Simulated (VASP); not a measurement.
# ZnS (P6_3mc) in VASP: further runs

ZnS is run at these levels: PBE, r2SCAN; tasks: single point.

Program: VASP 6.6.1. These are calculated values, not measurements. Logs are shortened: lines on timing, memory, paths and dates and some standing lists are left out, and cuts for length are marked.

### Step 1. The cell of the first run

The structure is hexagonal, space group P6_3mc (No. 186). Conventional cell: a = 3.806 Å, b = 3.806 Å, c = 6.238 Å, α = 90.00°, β = 90.00°, γ = 120.00°. Within 3.1 Å of Zn (site symmetry 3m) lie 4 S at 2.33 to 2.34 Å. Within 3.1 Å of S (site symmetry 3m) lie 4 Zn at 2.33 to 2.34 Å.

### Step 2. Single point, PBE

Contents of INCAR:

```
SYSTEM = ZnS
ALGO     = Normal         ! electronic algorithm
EDIFF    = 1E-7           ! SCF threshold, eV
ENCUT    = 520            ! plane-wave cutoff, eV
GGA      = PE             ! functional
ISIF     = 2              ! what is computed and relaxed
ISMEAR   = -1             ! smearing method
LASPH    = .True.         ! aspherical terms in the spheres
LCHARG   = .True.         ! write CHGCAR
LELF     = .True.         ! ELF
LREAL    = .False.        ! projectors in reciprocal space
LVHAR    = .True.       
LWAVE    = .False.        ! write WAVECAR
NBANDS   = 26             ! bands
NELM     = 60             ! most SCF steps
PREC     = Accurate       ! precision mode
SIGMA    = 0.01           ! smearing width, eV
```

Contents of KPOINTS:

```
k-points
0
Gamma
  10 10 6
  0 0 0
```

Contents of POSCAR:

```
ZnS
1.0
    3.8057964671      0.0000000000      0.0000000000
   -1.9028982335      3.2959164221      0.0000000000
    0.0000000000      0.0000000000      6.2379816300
Zn S
2 2
Direct
    0.3333333333      0.6666666667      0.0001396800
    0.6666666667      0.3333333333      0.5001396800
    0.3333333333      0.6666666667      0.3748603200
    0.6666666667      0.3333333333      0.8748603200
```

Potentials or basis: VASP PAW PBE potentials, release 64 (Zn, S).

The run is started by

```
cat potpaw_PBE.64/Zn/POTCAR potpaw_PBE.64/S/POTCAR > POTCAR
mpirun -np 1 vasp_std > vasp.out
```

OUTCAR:

```text
SYSTEM = ZnS
   EDIFF = 1E-7
   ENCUT = 520
   GGA = PE
   ISIF = 2
   ISMEAR = -1
   LASPH = .True.
   LREAL = .False.
   NELM = 60
   PREC = Accurate

 ion  position               nearest neighbor table
   1  0.333  0.667  0.000-   4 2.33   4 2.33   4 2.33   3 2.34
   2  0.667  0.333  0.500-   3 2.33   3 2.33   3 2.33   4 2.34
   3  0.333  0.667  0.375-   2 2.33   2 2.33   2 2.33   1 2.34
   4  0.667  0.333  0.875-   1 2.33   1 2.33   1 2.33   2 2.34

  LATTYP: Found a hexagonal cell.
 ALAT       =     3.8057964671
 C/A-ratio  =     1.6390738927

  Lattice vectors:

 A1 = (   3.8057964671,   0.0000000000,   0.0000000000)
 A2 = (  -1.9028982335,   3.2959164221,   0.0000000000)
 A3 = (   0.0000000000,   0.0000000000,   6.2379816300)

Analysis of symmetry for initial positions (statically):
=====================================================================
 Subroutine PRICEL returns:
 Original cell was already a primitive cell.

 Routine SETGRP: Setting up the symmetry group for a
 hexagonal supercell.

 Subroutine GETGRP returns: Found 12 space group operations
 (whereof  6 operations were pure point group operations)
 out of a pool of 24 trial point group operations.

The static configuration has the point symmetry C_3v.
 The point group associated with its full space group is C_6v.

Analysis of symmetry for dynamics (positions and initial velocities):
=====================================================================
 Subroutine PRICEL returns:
 Original cell was already a primitive cell.

 Routine SETGRP: Setting up the symmetry group for a
 hexagonal supercell.

 Subroutine GETGRP returns: Found 12 space group operations
 (whereof  6 operations were pure point group operations)
 out of a pool of 24 trial point group operations.

The dynamic configuration has the point symmetry C_3v.
 The point group associated with its full space group is C_6v.

 Subroutine INISYM returns: Found 12 space group operations
 (whereof  6 operations are pure point group operations),
 and found     1 'primitive' translations

----------------------------------------------------------------------------------------

                                     Primitive cell

  volume of cell :      78.2467

  direct lattice vectors                    reciprocal lattice vectors
     3.805796467  0.000000000  0.000000000     0.262757089  0.151702876  0.000000000
    -1.902898233  3.295916422  0.000000000     0.000000000  0.303405752  0.000000000
[... 89 lines left out ...]
   EDIFF  = 0.1E-06   stopping-criterion for ELM
   LREAL  =      F    real-space projection
   EDIFFG = 0.1E-05   stopping-criterion for IOM
   NSW    =      0    number of steps for IOM
   IBRION =     -1    ionic relax: 0-MD 1-quasi-New 2-CG
   NFREE  =      0    steps in history (QN), initial steepest desc. (CG)
   ISIF   =      2    stress and relaxation
   ISYM   =      2    0-nonsym 1-usesym 2-fastsym
   POTIM  = 0.5000    time-step for ionic-motion
   TEBEG  =    0.0;   TEEND  =   0.0 temperature during run
   PSTRESS=    0.0 pullay stress
   NELECT =      36.0000    total number of electrons
   NUPDOWN=      -1.0000    fix difference up-down
   EMIN   =  10.00;   EMAX   =-10.00  energy-range for DOS
   EFERMI =   0.00;   METHOD = LEGACY
   ISMEAR =    -1;   SIGMA  =   0.01  broadening in eV -4-tet -1-fermi 0-gaus
   EFERMI_NEDOS =   21; number of points for ismear=-14 and -15
   IALGO  =     38    algorithm
   IMIX   =      4    mixing-type and parameters
     AMIX     =   0.40;   BMIX     =  1.00
     AMIX_MAG =   1.60;   BMIX_MAG =  1.00
  volume/ion in A,a.u.               =      19.56       132.01
  Fermi-wavevector in a.u.,A,eV,Ry     =   1.263825  2.388284 21.731966  1.597254
  Thomas-Fermi vector in A             =   2.397162
   LORBIT       =      0    0 simple, 1 ext, 2 COOP (PROOUT), +10 PAW based schemes
   GGA     = PE    functional components
   LHFCALC =     F    Hartree Fock is set to
   AEXX    =    0.0000 exact exchange contribution
   IVDW    =     0    specifies the selected vdW correction
   LEPSILON=     F    determine dielectric tensor
   LRPA    =     F    only Hartree local field effects (RPA)
 non-spin polarized calculation
  energy-cutoff  :      520.00
  volume of cell :       78.25
 maximum number of plane-waves:      2132
   NGX = 15   NGY = 15   NGZ = 23

 number of electron      35.9999977 magnetization

 Free energy of the ion-electron system (eV)
  ---------------------------------------------------
  ext. energy  EPLUGINS =         0.00000000
  ---------------------------------------------------
  free energy    TOTEN  =       -13.67327342 eV

  energy without entropy =      -13.67327342  energy(sigma->0) =      -13.67327342

 E-fermi :   2.4491     XC(G=0):  -9.6636

 val. band max:        2.2025486663   @ k =   0.0000   0.0000   0.0000
 cond. band min:       4.4283293537   @ k =   0.0000   0.0000   0.0000
 fundamental gap:      2.2257806874
 Fermi energy:         2.4491008464

 k-point     1 :       0.0000    0.0000    0.0000
  band No.  band energies     occupation
      1     -11.0211      2.00000
      2     -10.0741      2.00000
      3      -4.1725      2.00000
      4      -4.1609      2.00000
      5      -4.1609      2.00000
      6      -4.0781      2.00000
[... 685 lines left out ...]
     25      11.5033      0.00000
     26      12.8881      0.00000

 [... further k-points ...]

------------------------ aborting loop because EDIFF is reached ----------------------------------------

  FORCE on cell =-STRESS in cart. coord.  units (eV):
  Direction    XX          YY          ZZ          XY          YZ          ZX
  --------------------------------------------------------------------------------------
  -------------------------------------------------------------------------------------
  Total        1.2058755      1.2058755      1.2390926      0.0000000      0.0000000      0.0000000
  in kB       24.6914843     24.6914843     25.3716385      0.0000000      0.0000000      0.0000000
  external PRESSURE =      24.9182024 kB  Pullay stress =       0.0000000 kB

 VOLUME and BASIS-vectors are now :
 -----------------------------------------------------------------------------
  energy-cutoff  :      520.00
  volume of cell :       78.25
      direct lattice vectors                 reciprocal lattice vectors
     3.805796467  0.000000000  0.000000000     0.262757089  0.151702876  0.000000000
    -1.902898233  3.295916422  0.000000000     0.000000000  0.303405752  0.000000000
     0.000000000  0.000000000  6.237981630     0.000000000  0.000000000  0.160308263

 POSITION                                       TOTAL-FORCE (eV/Angst)
 -----------------------------------------------------------------------------------
     -0.00000      2.19728      0.00087        -0.000000      0.000000      0.011201
      1.90290      1.09864      3.11986         0.000000      0.000000      0.011201
     -0.00000      2.19728      2.33837        -0.000000     -0.000000     -0.011201
      1.90290      1.09864      5.45736        -0.000000      0.000000     -0.011201
 -----------------------------------------------------------------------------------
    total drift:                               -0.000000     -0.000000      0.000048

  FREE ENERGIE OF THE ION-ELECTRON SYSTEM (eV)
  ---------------------------------------------------
  free  energy   TOTEN  =       -13.6732734169 eV

  energy  without entropy=      -13.6732734169  energy(sigma->0) =      -13.67327342
```

OSZICAR:

```text
N       E                     dE             d eps       ncg     rms          rms(c)
DAV:   1     0.245503488118E+03    0.24550E+03   -0.17080E+04  2912   0.167E+03
DAV:   2     0.105373029067E+02   -0.23497E+03   -0.22421E+03  2980   0.352E+02
DAV:   3    -0.139313137817E+02   -0.24469E+02   -0.24213E+02  3500   0.113E+02
DAV:   4    -0.145202776725E+02   -0.58896E+00   -0.58766E+00  3420   0.174E+01
DAV:   5    -0.145291277493E+02   -0.88501E-02   -0.88475E-02  3514   0.212E+00    0.991E+00
DAV:   6    -0.136835012981E+02    0.84563E+00   -0.16361E+00  4374   0.371E+01    0.761E+00
DAV:   7    -0.136792442036E+02    0.42571E-02   -0.12463E+00  3078   0.654E+00    0.346E+00
DAV:   8    -0.136724782972E+02    0.67659E-02   -0.34824E-02  3602   0.175E+00    0.980E-01
DAV:   9    -0.136729153888E+02   -0.43709E-03   -0.93646E-03  3930   0.130E+00    0.231E-01
DAV:  10    -0.136730554873E+02   -0.14010E-03   -0.58440E-04  3430   0.333E-01    0.949E-02
DAV:  11    -0.136732705075E+02   -0.21502E-03   -0.33312E-04  3010   0.121E-01    0.544E-02
DAV:  12    -0.136732701320E+02    0.37547E-06   -0.14083E-05  3550   0.407E-02    0.105E-02
DAV:  13    -0.136732733521E+02   -0.32201E-05   -0.52666E-06  3018   0.177E-02    0.242E-03
DAV:  14    -0.136732734169E+02   -0.64772E-07   -0.59729E-07  3544   0.157E-02
   1 F= -.13673273E+02 E0= -.13673273E+02  d E =-.336821E-13
```

Run time: 2.8 min. Hardware: 1 thread of Intel Xeon 8259CL, shared host; peak memory 0.24 GiB.

What came out:

```
Free energy            : -13.6733 eV
Pressure               : 2.5 GPa
Largest force          : 0.011 eV/Å
Band gap on the k mesh : 2.23 eV
```

Forces in eV/Å, atoms in the order of the input:
```
Zn   0.000  0.000  0.011
Zn   0.000  0.000  0.011
S    0.000  0.000 -0.011
S    0.000  0.000 -0.011
```

### Step 3. Single point, r2SCAN

POSCAR is that of step 2.

Contents of INCAR.step1:

```
  PREC = Accurate
  ENCUT = 520
  ISMEAR = -1
  SIGMA = 0.01
  LREAL = F
  LASPH = T
  NELM = 80
  NBANDS = 26
  GGA = PE
  ALGO = Normal
  EDIFF = 1E-4
  LWAVE = T
  LCHARG = F
```

Contents of INCAR.step2:

```
  PREC = Accurate
  ENCUT = 520
  EDIFF = 1E-6
  ISMEAR = -1
  SIGMA = 0.01
  LREAL = F
  LASPH = T
  NELM = 80
  ALGO = Normal
  ISIF = 2
  LWAVE = F
  LCHARG = F
  METAGGA = R2SCAN
  LMIXTAU = T
  NBANDS = 26
  ISTART = 1
```

Contents of KPOINTS:

```
regular mesh
0
Gamma
  10 10 6
```

Potentials or basis: VASP PAW PBE potentials, release 64 (Zn, S).

The run is started by

```
cat potpaw_PBE.64/Zn/POTCAR potpaw_PBE.64/S/POTCAR > POTCAR
cp INCAR.step1 INCAR
mpirun -np 1 vasp_std > vasp.out
cp INCAR.step2 INCAR
mpirun -np 1 vasp_std > vasp.out
```

Run time: 7.9 min. Hardware: 1 thread of Intel Xeon 8259CL, shared host; peak memory 0.26 GiB.

Results (log left out):

```
Free energy            : -37.7237 eV
Pressure               : 0.2 GPa
Largest force          : 0.007 eV/Å
Band gap on the k mesh : 2.80 eV
```

Forces in eV/Å, atoms in the order of the input:
```
Zn   0.000  0.000  0.007
Zn   0.000  0.000  0.007
S    0.000  0.000 -0.007
S    0.000  0.000 -0.007
```

Levels at points of the mesh, in eV from the valence-band top:
| k point | band 14 | band 15 | band 16 | band 17 | band 18 | band 19 | band 20 | band 21 | band 22 | band 23 |
| --- | --- | --- | --- | --- | --- | --- | --- | --- | --- | --- |
| (0.00, 0.00, 0.00) | -0.92 | -0.92 | -0.08 | 0.00 | 0.00 | 2.80 | 3.61 | 6.80 | 6.80 | 7.08 |
| (0.50, 0.00, 0.00) | -4.19 | -3.36 | -2.32 | -1.72 | -0.92 | 4.04 | 4.78 | 5.46 | 7.38 | 8.01 |
| (0.00, 0.00, 0.50) | -2.89 | -0.48 | -0.48 | -0.48 | -0.48 | 4.11 | 4.11 | 7.25 | 7.25 | 7.25 |
| (0.50, 0.00, 0.50) | -4.96 | -1.68 | -1.68 | -1.67 | -1.67 | 3.97 | 3.97 | 5.66 | 5.66 | 9.39 |

Caveat: the PAW data sets were made with another functional, which shifts forces and pressure a little.
